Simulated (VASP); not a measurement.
Write the native input for VASP 6.6.1 that does the following.

```yaml
Task: single point
Functional: r2SCAN
Potentials_or_basis: VASP PAW PBE potentials, release 64 (Rh_pv)
Cutoff: 520 eV
k_mesh: 24 × 24 × 14
Occupations: gaussian, width 0.15 eV
Spin: no spin polarisation
Dipole_correction: no
Further_INCAR_settings: ALGO = Normal; EDIFF = 1e-07; NBANDS = 22
```

Rh:

```
CELL_PARAMETERS angstrom
2.91993 0.00000 0.00000
-1.45997 2.52874 0.00000
0.00000 0.00000 4.69651
ATOMIC_POSITIONS crystal
Rh 0.66667 0.33333 0.75000
Rh 0.33333 0.66667 0.25000
```

This cell differs from its parent crystal: strain +0.080 along x and y, +0.080 along z.

One way to write it, as run:

POSCAR

```
Rh
1.0
    2.9199346398      0.0000000000      0.0000000000
   -1.4599673199      2.5287375754      0.0000000000
    0.0000000000      0.0000000000      4.6965065961
Rh
2
Direct
    0.6666666667      0.3333333333      0.7500000000
    0.3333333333      0.6666666667      0.2500000000
```

INCAR.step1

```
SYSTEM = Rh
PREC     = Accurate       ! precision mode
ENCUT    = 520            ! plane-wave cutoff, eV
ISMEAR   = 0              ! smearing method
SIGMA    = 0.15           ! smearing width, eV
LREAL    = .FALSE.        ! projectors in reciprocal space
LASPH    = .TRUE.         ! aspherical terms in the spheres
NELM     = 100            ! most SCF steps
NBANDS   = 22             ! bands
GGA      = PE             ! functional
ALGO     = Normal         ! electronic algorithm
EDIFF    = 1E-4           ! SCF threshold, eV
LWAVE    = .TRUE.         ! write WAVECAR
LCHARG   = .FALSE.        ! write CHGCAR
```

INCAR.step2

```
SYSTEM = Rh
PREC     = Accurate       ! precision mode
ENCUT    = 520            ! plane-wave cutoff, eV
EDIFF    = 1E-7           ! SCF threshold, eV
ISMEAR   = 0              ! smearing method
SIGMA    = 0.15           ! smearing width, eV
LREAL    = .FALSE.        ! projectors in reciprocal space
LASPH    = .TRUE.         ! aspherical terms in the spheres
NELM     = 100            ! most SCF steps
ALGO     = Normal         ! electronic algorithm
ISIF     = 2              ! what is computed and relaxed
LWAVE    = .FALSE.        ! write WAVECAR
LCHARG   = .TRUE.         ! write CHGCAR
METAGGA  = R2SCAN         ! meta-GGA
LMIXTAU  = .TRUE.       
LELF     = .TRUE.         ! ELF
LVHAR    = .TRUE.       
NBANDS   = 22             ! bands
ISTART   = 1
```

KPOINTS

```
regular mesh
0
G
  24 24 14
  0 0 0
```

Potentials or basis: VASP PAW PBE potentials, release 64 (Rh_pv).

Launch:

```sh
$ cat potpaw_PBE.64/Rh_pv/POTCAR > POTCAR
$ cp INCAR.step1 INCAR
$ mpirun -np 1 vasp_std > vasp.out
$ cp INCAR.step2 INCAR
$ mpirun -np 1 vasp_std > vasp.out
```

Results of the run:

```
Pressure               : -34.6 GPa
Band gap on the k mesh : zero (bands 15 and 16 overlap by 1.65 eV)
```

Caveat: the cell differs from its parent crystal (strain +0.080 along x and y, +0.080 along z); the cell stands under tension; the PAW data sets were made with another functional, which shifts forces and pressure a little.

Wall time 42 min on 1 thread of Oxide Virtual Turin-like Processor (shared host), peak memory 0.36 GiB.
